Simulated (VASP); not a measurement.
# Ba5Sr3Ti8O24 (P1) in VASP: notebook

Ba5Sr3Ti8O24 is run at these levels: PBEsol, r2SCAN; tasks: single point, relaxation of volume and atoms at fixed shape.

All numbers are computed with VASP 6.6.1; they aren't measurements. Logs are shortened: lines on timing, memory, paths and dates and some standing lists are left out, and cuts for length are marked.

## Step 1: The cell of the first run

The typed cell holds 40 atoms: a = 7.888 Å, b = 7.888 Å, c = 7.888 Å, α = 90.00°, β = 90.00°, γ = 90.00°.

## Step 2: Single point, PBEsol

File INCAR:

```
  PREC = Accurate
  ENCUT = 700
  EDIFF = 1E-6
  ISMEAR = -1
  SIGMA = 0.05
  LREAL = Auto
  LASPH = T
  NELM = 120
  ALGO = Normal
  ISIF = 2
  LWAVE = F
  LCHARG = F
  GGA = PS
  NBANDS = 186
  ISYM = -1
  GGA_COMPAT = F
```

File KPOINTS:

```
explicit points
1
Reciprocal
  0.25000000   0.25000000   0.25000000 1
```

File POSCAR:

```
Ba5Sr3Ti8O24
1.0
    7.8884481937      0.0000000000      0.0000000000
    0.0000000000      7.8884481937      0.0000000000
    0.0000000000      0.0000000000      7.8884481937
Ba Sr Ti O
5 3 8 24
Direct
    0.9989850000      0.0001390000      0.0000200000
    0.9990050000      0.5001120000      0.4999880000
    0.4990130000      0.0001030000      0.5000090000
    0.4989890000      0.5000940000      0.9999840000
    0.4990210000      0.5001030000      0.4999930000
    0.9989070000      0.0000920000      0.4999760000
    0.9989930000      0.5000290000      0.0000250000
    0.4990020000      0.0000320000      0.9999200000
    0.2476990000      0.2438720000      0.2453700000
    0.2516560000      0.2456200000      0.7475660000
    0.2439500000      0.7461410000      0.2439370000
    0.2484730000      0.7480850000      0.7461870000
    0.7497970000      0.2517830000      0.2538020000
    0.7537590000      0.2541620000      0.7560330000
    0.7460550000      0.7542280000      0.2521500000
    0.7506270000      0.7563840000      0.7543530000
    0.2471410000      0.2516580000      0.0019840000
    0.2459460000      0.2489100000      0.5023860000
    0.2493570000      0.7533950000      0.0027870000
    0.2468870000      0.7549860000      0.5032230000
    0.7485650000      0.2469420000      0.9973030000
    0.7510110000      0.2455460000      0.4969010000
    0.7506890000      0.7489390000      0.9981480000
    0.7519480000      0.7513140000      0.4977560000
    0.9994920000      0.2499360000      0.2487040000
    0.9969930000      0.2483910000      0.7502030000
    0.0011030000      0.7519690000      0.2498370000
    0.9983890000      0.7505350000      0.7512370000
    0.4994520000      0.2477450000      0.2469510000
    0.4967010000      0.2467680000      0.7522640000
    0.5014160000      0.7536420000      0.2477140000
    0.4984440000      0.7525780000      0.7530720000
    0.2492290000      0.0029350000      0.2512790000
    0.2476940000      0.0018420000      0.7531140000
    0.2476240000      0.5035410000      0.2493920000
    0.2452720000      0.5022270000      0.7547270000
    0.7505460000      0.9986920000      0.2472550000
    0.7488330000      0.9974530000      0.7487430000
    0.7527330000      0.4983130000      0.2453840000
    0.7505390000      0.4968890000      0.7508680000
```

Potentials or basis: VASP PAW PBE potentials, release 64 (Ba_sv, Sr_sv, Ti_sv, O).

Run with:

```bash
> cat potpaw_PBE.64/Ba_sv/POTCAR potpaw_PBE.64/Sr_sv/POTCAR potpaw_PBE.64/Ti_sv/POTCAR potpaw_PBE.64/O/POTCAR > POTCAR
> mpirun -np 1 vasp_std > vasp.out
```

OUTCAR:

```text
PREC = Accurate
   ENCUT = 700
   EDIFF = 1E-6
   ISMEAR = -1
   LREAL = Auto
   LASPH = T
   NELM = 120
   ISIF = 2
   GGA = PS
   ISYM = -1

 ion  position               nearest neighbor table
   1  0.999  0.000  0.000-  34 2.76  37 2.76  19 2.77  21 2.77  27 2.78  26 2.78  28 2.78  25 2.78
                            23 2.79  17 2.79  38 2.80  33 2.80  16 3.36   9 3.36  11 3.38  14 3.39
   2  0.999  0.500  0.500-  18 2.78  24 2.78  35 2.78  40 2.79  39 2.79  36 2.80  25 2.80  28 2.80
                            26 2.80  27 2.80  22 2.80  20 2.80  12 3.39  13 3.39  11 3.40  14 3.40
   3  0.499  0.000  0.500-  20 2.77  22 2.78  33 2.78  38 2.78  31 2.78  30 2.78  32 2.79  29 2.79
                            24 2.80  18 2.80  37 2.81  34 2.81  10 3.37  15 3.37  13 3.41  12 3.41
   4  0.499  0.500  1.000-  36 2.78  39 2.78  29 2.79  32 2.79  17 2.79  23 2.79  40 2.79  35 2.79
                            30 2.80  31 2.80  21 2.80  19 2.81  14 3.39  11 3.39  12 3.43  13 3.43
   5  0.499  0.500  0.500-  35 2.80  40 2.80  24 2.81  18 2.81  29 2.82  32 2.82  30 2.82  31 2.82
                            22 2.83  20 2.83  39 2.84  36 2.84  12 3.39  13 3.39  15 3.41  10 3.41
   6  0.999  0.000  0.500-  20 2.75  22 2.75  24 2.77  18 2.77  27 2.78  26 2.78  38 2.78  33 2.78
                            28 2.79  37 2.80  25 2.80  34 2.80  10 3.40  16 3.40  15 3.40  13 3.40
   7  0.999  0.500  0.000-  36 2.74  39 2.74  17 2.77  23 2.77  40 2.78  35 2.78  25 2.78  28 2.79
                            26 2.80  27 2.80  21 2.81  19 2.81  11 3.35  14 3.35   9 3.42  16 3.42
   8  0.499  0.000  1.000-  31 2.76  32 2.76  30 2.76  29 2.76  19 2.77  21 2.77  34 2.78  37 2.78
                            38 2.79  33 2.80  23 2.80  17 2.81   9 3.37  16 3.37  15 3.39  10 3.39
   9  0.248  0.244  0.245-  33 1.90  17 1.92  25 1.96  29 1.99  18 2.03  35 2.05   1 3.36   8 3.37
[... 37 lines left out ...]
  39  0.753  0.498  0.245-  13 1.95  15 2.02   7 2.74   4 2.78   2 2.79   5 2.84
  40  0.751  0.497  0.751-  14 1.92  16 2.05   7 2.78   2 2.79   4 2.79   5 2.80

IMPORTANT INFORMATION: All symmetrisations will be switched off!
NOSYMM: (Re-)initialisation of all symmetry stuff for point group C_1.

----------------------------------------------------------------------------------------

                                     Primitive cell

  volume of cell :     490.8793

  direct lattice vectors                    reciprocal lattice vectors
     7.888448194  0.000000000  0.000000000     0.126767645  0.000000000  0.000000000
     0.000000000  7.888448194  0.000000000     0.000000000  0.126767645  0.000000000
     0.000000000  0.000000000  7.888448194     0.000000000  0.000000000  0.126767645

  length of vectors
     7.888448194  7.888448194  7.888448194     0.126767645  0.126767645  0.126767645

  position of ions in fractional coordinates (direct lattice)
     0.998985000  0.000139000  0.000020000
     0.999005000  0.500112000  0.499988000
     0.499013000  0.000103000  0.500009000
     0.498989000  0.500094000  0.999984000
[... 124 lines left out ...]
   ISMEAR =    -1;   SIGMA  =   0.05  broadening in eV -4-tet -1-fermi 0-gaus
   EFERMI_NEDOS =   21; number of points for ismear=-14 and -15
   IALGO  =     38    algorithm
   IMIX   =      4    mixing-type and parameters
     AMIX     =   0.40;   BMIX     =  1.00
     AMIX_MAG =   1.60;   BMIX_MAG =  1.00
  volume/ion in A,a.u.               =      12.27        82.82
  Fermi-wavevector in a.u.,A,eV,Ry     =   1.419493  2.682453 27.415199  2.014960
  Thomas-Fermi vector in A             =   2.540508
   LORBIT       =      0    0 simple, 1 ext, 2 COOP (PROOUT), +10 PAW based schemes
   GGA     = PS    functional components
   LHFCALC =     F    Hartree Fock is set to
   AEXX    =    0.0000 exact exchange contribution
   IVDW    =     0    specifies the selected vdW correction
   LEPSILON=     F    determine dielectric tensor
   LRPA    =     F    only Hartree local field effects (RPA)
 non-spin polarized calculation
  energy-cutoff  :      700.00
  volume of cell :      490.88
 maximum number of plane-waves:     20651
 NGX is ok and might be reduce to    70
   NGX = 35   NGY = 35   NGZ = 35

 number of electron     320.0000015 magnetization

 Free energy of the ion-electron system (eV)
  ---------------------------------------------------
  ext. energy  EPLUGINS =         0.00000000
  ---------------------------------------------------
  free energy    TOTEN  =      -335.98052064 eV

  energy without entropy =     -335.98052064  energy(sigma->0) =     -335.98052064

 E-fermi :   5.0116     XC(G=0): -11.6100

 val. band max:        3.7449456976   @ k =   0.2500   0.2500   0.2500
 cond. band min:       6.3155353989   @ k =   0.2500   0.2500   0.2500
 fundamental gap:      2.5705897013
 Fermi energy:         5.0116026463

 k-point     1 :       0.2500    0.2500    0.2500
  band No.  band energies     occupation
      1     -52.2467      2.00000
      2     -52.2453      2.00000
      3     -52.2414      2.00000
      4     -52.2386      2.00000
      5     -52.2381      2.00000
      6     -52.2356      2.00000
[... 164 lines left out ...]
    171       7.4723      0.00000
    172       7.4793      0.00000
 [bands above 172 left out]

------------------------ aborting loop because EDIFF is reached ----------------------------------------

  FORCE on cell =-STRESS in cart. coord.  units (eV):
  Direction    XX          YY          ZZ          XY          YZ          ZX
  --------------------------------------------------------------------------------------
  -------------------------------------------------------------------------------------
  Total        3.9174365      4.4137970      4.4607741     -2.6587050     -2.3894979     -2.7803879
  in kB       12.7860918     14.4061590     14.5594871     -8.6777274     -7.7990645     -9.0748873
  external PRESSURE =      13.9172460 kB  Pullay stress =       0.0000000 kB

 VOLUME and BASIS-vectors are now :
 -----------------------------------------------------------------------------
  energy-cutoff  :      700.00
  volume of cell :      490.88
      direct lattice vectors                 reciprocal lattice vectors
     7.888448194  0.000000000  0.000000000     0.126767645  0.000000000  0.000000000
     0.000000000  7.888448194  0.000000000     0.000000000  0.126767645  0.000000000
     0.000000000  0.000000000  7.888448194     0.000000000  0.000000000  0.126767645

 POSITION                                       TOTAL-FORCE (eV/Angst)
 -----------------------------------------------------------------------------------
      7.88044      0.00110      0.00016         0.001630     -0.000074     -0.002210
      7.88060      3.94511      3.94413         0.001584      0.000945     -0.000468
      3.93644      0.00081      3.94430         0.002830      0.000326     -0.001840
      3.93625      3.94497      7.88832         0.002999      0.001840     -0.000190
      3.93650      3.94504      3.94417         0.001776      0.000504     -0.000424
      7.87983      0.00073      3.94403         0.005436     -0.000646     -0.001192
[... 32 lines left out ...]
      5.93790      3.93092      1.93570         0.021482      0.005705     -0.027202
      5.92059      3.91968      5.92318         0.029291      0.015912      0.025924
 -----------------------------------------------------------------------------------
    total drift:                                0.024914     -0.004598      0.006486

  FREE ENERGIE OF THE ION-ELECTRON SYSTEM (eV)
  ---------------------------------------------------
  free  energy   TOTEN  =      -335.9805206430 eV

  energy  without entropy=     -335.9805206430  energy(sigma->0) =     -335.98052064
```

OSZICAR:

```text
N       E                     dE             d eps       ncg     rms          rms(c)
DAV:   1     0.509838705986E+04    0.50984E+04   -0.18613E+05   372   0.234E+03
DAV:   2     0.731530228331E+03   -0.43669E+04   -0.41833E+04   372   0.644E+02
DAV:   3    -0.312971297761E+03   -0.10445E+04   -0.99766E+03   476   0.262E+02
[... 11 lines left out ...]
DAV:  15    -0.335980608739E+03    0.42193E-04   -0.96824E-04   560   0.124E-01    0.958E-02
DAV:  16    -0.335980522227E+03    0.86512E-04   -0.48909E-04   504   0.890E-02    0.241E-02
DAV:  17    -0.335980521197E+03    0.10295E-05   -0.78964E-05   504   0.327E-02    0.109E-02
DAV:  18    -0.335980520317E+03    0.88063E-06   -0.11894E-05   472   0.151E-02    0.449E-03
DAV:  19    -0.335980520643E+03   -0.32643E-06   -0.11542E-06   232   0.503E-03
   1 F= -.33598052E+03 E0= -.33598052E+03  d E =-.578390E-10
```

stdout:

```text
POSCAR found type information on POSCAR BaSrTiO
 POSCAR found :  4 types and      40 ions
 scaLAPACK will be used
 -----------------------------------------------------------------------------
|                                                                             |
|                                                                             |
|     You enforced a specific xc type in the INCAR file but a different       |
|     I HOPE YOU KNOW WHAT YOU ARE DOING!                                     |
|                                                                             |
 -----------------------------------------------------------------------------

 LDA part: xc-table for (Slater+PW92), standard interpolation
 POSCAR, INCAR and KPOINTS ok, starting setup
 FFT: planning ... GRIDC
 FFT: planning ... GRID_SOFT
 FFT: planning ... GRID
 WAVECAR not read
 entering main loop
```

Run time: 4.3 min. Hardware: 1 thread of Intel Xeon 6975P-C (Granite Rapids), shared host; peak memory 0.76 GiB.

Results:

| Quantity | Value |
| --- | --- |
| Free energy | -335.9805 eV |
| Pressure | 1.4 GPa |
| Largest force | 0.047 eV/Å |
| Band gap on the k mesh | 2.57 eV |

Forces in eV/Å, atoms in the order of the input:
```
Ba   0.002  0.000 -0.002
Ba   0.002  0.001  0.000
Ba   0.003  0.000 -0.002
Ba   0.003  0.002  0.000
Ba   0.002  0.001  0.000
Sr   0.005 -0.001 -0.001
Sr   0.004  0.000 -0.002
Sr   0.005  0.001  0.000
Ti   0.013  0.005  0.021
Ti  -0.022 -0.008  0.015
Ti   0.017  0.010  0.005
Ti  -0.010  0.015  0.010
Ti   0.007 -0.015 -0.011
Ti  -0.020 -0.014 -0.004
Ti   0.018  0.007 -0.009
Ti  -0.019 -0.005 -0.018
O    0.000  0.004 -0.012
O   -0.027 -0.017 -0.014
O    0.006  0.001 -0.016
O   -0.031  0.016 -0.005
O   -0.004 -0.001  0.016
O    0.034 -0.017  0.008
O    0.006 -0.005  0.012
O    0.027  0.021  0.017
O   -0.006  0.006  0.001
O    0.015  0.001 -0.004
O   -0.020 -0.001  0.006
O    0.009 -0.006  0.003
O   -0.011 -0.018 -0.030
O    0.012 -0.019  0.031
O   -0.013  0.020 -0.028
O    0.009  0.018  0.029
O   -0.014 -0.014 -0.008
O    0.003 -0.008 -0.003
O   -0.034 -0.018 -0.028
O   -0.022 -0.001  0.021
O   -0.008  0.003  0.001
O    0.010  0.014  0.006
O    0.021  0.006 -0.027
O    0.029  0.016  0.026
```

Stress tensor (GPa, compression positive):
```
 1.28 -0.87 -0.91
-0.87  1.44 -0.78
-0.91 -0.78  1.46
```

Caveat: the PAW data sets were made with another functional, which shifts forces and pressure a little; spin-orbit coupling is left out, which moves the levels of the heavy elements; a shifted mesh leaves out Γ, where band edges can lie. A k mesh can miss the band edges.

## Step 3: Relaxation of volume and atoms at fixed shape, PBEsol

This run uses another cell than the first one, of 12.24 Å³/atom.

File INCAR:

```
SYSTEM = Ba5Sr3Ti8O24
PREC = Accurate
ENCUT = 700
EDIFF = 1E-7
ISMEAR = -1
SIGMA = 0.05
LREAL = Auto
LASPH = .True.
NELM = 120
ALGO = Normal
ISIF = 8
LWAVE = .False.
LCHARG = .False.
GGA = PS
IBRION = 2
NSW = 100
EDIFFG = -0.03
ISYM = -1
GGA_COMPAT = .False.
NELMIN = 4
```

KPOINTS is that of step 2.

File POSCAR:

```
Ba5Sr3Ti8O24
1.0
    7.8805320000      0.0000000000      0.0000000000
    0.0000000000      7.8805320000      0.0000000000
    0.0000000000      0.0000000000      7.8805320000
Ba Sr Ti O
5 3 8 24
Direct
    0.9978250000      0.0057470000      0.9975750000
    0.9972060000      0.4983800000      0.4994320000
    0.4957280000      0.0014200000      0.4995950000
    0.4991920000      0.4937450000      0.0012820000
    0.5005050000      0.4966730000      0.5038570000
    0.9993940000      0.0010140000      0.4971510000
    0.0009020000      0.4987040000      0.0014600000
    0.5011750000      0.0011130000      0.0004230000
    0.2528020000      0.2480600000      0.2535260000
    0.2462180000      0.2461530000      0.7471580000
    0.2500910000      0.7502840000      0.2493470000
    0.2505510000      0.7501620000      0.7529750000
    0.7468540000      0.2470730000      0.2503930000
    0.7502110000      0.2527320000      0.7550180000
    0.7483230000      0.7500370000      0.2500470000
    0.7482190000      0.7474390000      0.7490710000
    0.2450510000      0.2517030000      0.0001340000
    0.2535850000      0.2506480000      0.5023980000
    0.2511430000      0.7497110000      0.9994510000
    0.2469640000      0.7509540000      0.5029590000
    0.7489600000      0.2460060000      0.0004740000
    0.7449680000      0.2562490000      0.5008220000
    0.7497090000      0.7505060000      0.9979380000
    0.7480180000      0.7558560000      0.4999900000
    0.9962950000      0.2501400000      0.2511750000
    0.0018190000      0.2509970000      0.7479530000
    0.0000640000      0.7464920000      0.2436190000
    0.9962040000      0.7495960000      0.7495390000
    0.4964280000      0.2493200000      0.2518410000
    0.4972390000      0.2490440000      0.7530700000
    0.5008990000      0.7565800000      0.2486000000
    0.4949520000      0.7502510000      0.7476400000
    0.2479830000      0.0031240000      0.2493890000
    0.2505800000      0.0014900000      0.7499070000
    0.2464640000      0.5010100000      0.2443880000
    0.2514350000      0.4977270000      0.7496010000
    0.7523960000      0.9995510000      0.2520900000
    0.7486470000      0.9991780000      0.7512920000
    0.7515240000      0.5006520000      0.2531600000
    0.7534110000      0.5006040000      0.7448050000
```

Potentials or basis: VASP PAW PBE potentials, release 64 (Ba_sv, Sr_sv, Ti_sv, O).

Run with:

```bash
> cat potpaw_PBE.64/Ba_sv/POTCAR potpaw_PBE.64/Sr_sv/POTCAR potpaw_PBE.64/Ti_sv/POTCAR potpaw_PBE.64/O/POTCAR > POTCAR
> mpirun -np 1 vasp_std > vasp.out
```

Wall time 34 min (1 thread of Intel Xeon 6975P-C (Granite Rapids), shared host); peak memory 0.88 GiB.

It converged, with:

* Free energy: -335.9823 eV
* Relaxed volume: 12.34 Å³/atom
* Relaxed cell: a = 7.903 Å, b = 7.903 Å, c = 7.903 Å, α = 90.00°, β = 90.00°, γ = 90.00°
* Space group after relaxing (to 0.1 Å): Pm-3m (No. 221)
* Energy gained by relaxing: 8.9 meV/atom
* Ionic steps: 12
* Pressure after relaxing: 0.0 GPa
* Largest force after relaxing: 0.029 eV/Å
* Band gap on the k mesh: 2.49 eV

Forces in eV/Å, atoms in the order of the input:
```
Ba   0.006 -0.002  0.005
Ba   0.001  0.002 -0.007
Ba   0.004 -0.004 -0.001
Ba  -0.009 -0.003  0.003
Ba   0.004 -0.005  0.007
Sr   0.007  0.005  0.015
Sr  -0.004 -0.006 -0.006
Sr  -0.006 -0.001  0.005
Ti   0.001  0.010 -0.011
Ti   0.013 -0.002 -0.019
Ti  -0.003 -0.014 -0.002
Ti   0.013  0.003  0.007
Ti  -0.001 -0.001 -0.006
Ti   0.001  0.007 -0.002
Ti   0.002  0.007  0.008
Ti  -0.002  0.005 -0.010
O    0.020  0.005  0.002
O   -0.009 -0.004 -0.008
O    0.003 -0.006  0.002
O    0.000  0.002  0.004
O   -0.020  0.000 -0.008
O    0.015  0.002 -0.007
O   -0.005 -0.017  0.001
O   -0.019  0.000  0.000
O    0.002 -0.005 -0.016
O   -0.003  0.006  0.001
O    0.001  0.003  0.029
O   -0.007 -0.001 -0.006
O    0.004  0.015  0.002
O    0.014  0.006 -0.008
O    0.002 -0.011  0.011
O   -0.003 -0.005  0.013
O    0.010 -0.003  0.010
O   -0.009 -0.006  0.003
O    0.000  0.003  0.010
O   -0.001  0.006  0.000
O   -0.013 -0.001 -0.001
O   -0.009  0.003 -0.009
O    0.002  0.002 -0.008
O   -0.001  0.005 -0.001
```

Stress tensor (GPa, compression positive):
```
-0.02 -0.87 -0.87
-0.87 -0.02 -0.87
-0.87 -0.87 -0.04
```

Step by step:
```
step  energy change (eV)  largest force (eV/Å)  pressure (GPa)  volume (Å³)
   1              0.0000                1.2087            1.78       489.40
   2             -0.2125                0.6598           -1.94       499.12
   3             -0.2526                0.4680           -0.95       496.31
   4             -0.3198                0.2349            0.28       492.80
   5             -0.3255                0.2696            0.79       491.40
   6             -0.3459                0.1164           -0.25       494.12
   7             -0.3465                0.0964           -0.10       493.72
   8             -0.3516                0.0622           -0.04       493.55
   9             -0.3526                0.1355            0.01       493.43
  10             -0.3546                0.0414            0.03       493.37
  11             -0.3546                0.0406            0.03       493.38
  12             -0.3552                0.0288           -0.03       493.52
```

Final structure:
```
Ba Sr Ti O
1.0
     7.90257    0.00000    0.00000
     0.00000    7.90257    0.00000
     0.00000    0.00000    7.90257
Ba Sr Ti O
5 3 8 24
Direct
  0.99904 0.00000 0.00003
  0.99913 0.49984 0.50032
  0.49907 0.99991 0.50020
  0.49929 0.49989 0.00012
  0.49903 0.49996 0.50008
  0.99906 0.99951 0.49984
  0.99969 0.49961 0.00065
  0.49959 0.99949 0.99996
  0.24895 0.24761 0.24813
  0.24713 0.24749 0.75061
  0.24731 0.75028 0.24965
  0.24942 0.75001 0.75226
  0.75143 0.24734 0.25049
  0.74970 0.24925 0.75284
  0.74990 0.74983 0.24873
  0.75203 0.75165 0.75129
  0.24621 0.25008 0.00044
  0.24661 0.24773 0.50057
  0.24860 0.75200 0.99931
  0.24477 0.75369 0.49914
  0.75090 0.24953 0.99978
  0.75061 0.24741 0.49958
  0.74877 0.75202 0.99950
  0.75297 0.75355 0.49948
  0.99856 0.25021 0.25012
  0.99882 0.24875 0.74993
  0.99896 0.75057 0.24700
  0.99832 0.75136 0.75111
  0.49833 0.24640 0.24590
  0.49883 0.24709 0.75417
  0.49905 0.75449 0.24671
  0.49809 0.75304 0.75171
  0.24712 0.00110 0.24925
  0.24820 0.00090 0.75100
  0.24645 0.50126 0.24680
  0.24562 0.50100 0.75333
  0.75098 0.00100 0.24934
  0.74971 0.00005 0.75092
  0.75156 0.50114 0.24706
  0.75215 0.50006 0.75323
```

Levels at points of the mesh, in eV from the valence-band top:
```
           k point  band 156  band 157  band 158  band 159  band 160  band 161  band 162  band 163  band 164  band 165
(0.25, 0.25, 0.25)     -0.21     -0.10     -0.10     -0.09      0.00      2.49      2.57      2.57      2.64      2.66
```

Caveat: the PAW data sets were made with another functional, which shifts forces and pressure a little; spin-orbit coupling is left out, which moves the levels of the heavy elements; a shifted mesh leaves out Γ, where band edges can lie. A k mesh can miss the band edges.

(Continued in part 2 of 2.)
